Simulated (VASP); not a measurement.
Input of a VASP 6.6.1 run:

Contents of INCAR:

```
PREC = Accurate
ENCUT = 500
EDIFF = 1E-7
ISMEAR = 0
SIGMA = 0.1
LREAL = F
LASPH = T
NELM = 120
ALGO = Normal
ISIF = 3
LWAVE = F
LCHARG = F
GGA = PE
IVDW = 12
IBRION = 2
NSW = 100
EDIFFG = -0.05
GGA_COMPAT = F
NELMIN = 4
```

KPOINTS

```
regular mesh
0
Gamma
  6 6 2
```

POSCAR

```
Te2Mo
1.0
    3.5278560490     -0.0537061861      0.0580749165
   -1.7592256514      3.0619080930      0.0327853404
   -0.0063420623     -0.2027120387     13.9169750804
Te Mo
4 2
Direct
    0.3575761274      0.6574912111      0.6211409236
    0.6658486011      0.3177974937      0.1210088692
    0.3160407245      0.6321118187      0.8833696313
    0.6707495545      0.3210170948      0.3782634042
    0.3393774214      0.6615199145      0.2489576813
    0.6473433596      0.3442543870      0.7505319212
```

Potentials or basis: VASP PAW PBE potentials, release 64 (Te, Mo_sv).

Launch:

```console
$ cat potpaw_PBE.64/Te/POTCAR potpaw_PBE.64/Mo_sv/POTCAR > POTCAR
$ mpirun -np 1 vasp_std > vasp.out
```

Problem. What does it give for the relaxed volume?

Solution. 24.13 Å³/atom.

Problem. Predict the dispersion energy per atom.

Solution. -0.555 eV.

Step by step:
```tsv
step	energy change (eV)	largest force (eV/Å)	pressure (GPa)	volume (Å³)
1	0.0000	2.3463	-0.16	149.06
2	-0.2096	0.3984	-1.10	148.54
3	-0.2100	0.3846	-1.09	148.56
4	-0.2195	0.4327	1.71	144.94
5	-0.2280	0.3068	0.53	146.39
6	-0.2390	0.1608	-0.13	146.78
7	-0.2390	0.1632	-0.18	146.81
8	-0.2437	0.1248	-0.13	146.40
9	-0.2442	0.1318	-0.10	146.22
10	-0.2467	0.0956	0.02	145.71
11	-0.2473	0.0956	0.12	145.31
12	-0.2485	0.0648	-0.24	145.30
13	-0.2485	0.0645	-0.19	145.30
14	-0.2490	0.0773	0.16	144.65
15	-0.2491	0.0659	0.06	144.83
16	-0.2496	0.0441	0.03	144.75
```

Caveat: the relaxation stopped at a loose force limit of 0.05 eV/Å, so its end isn't a converged minimum.
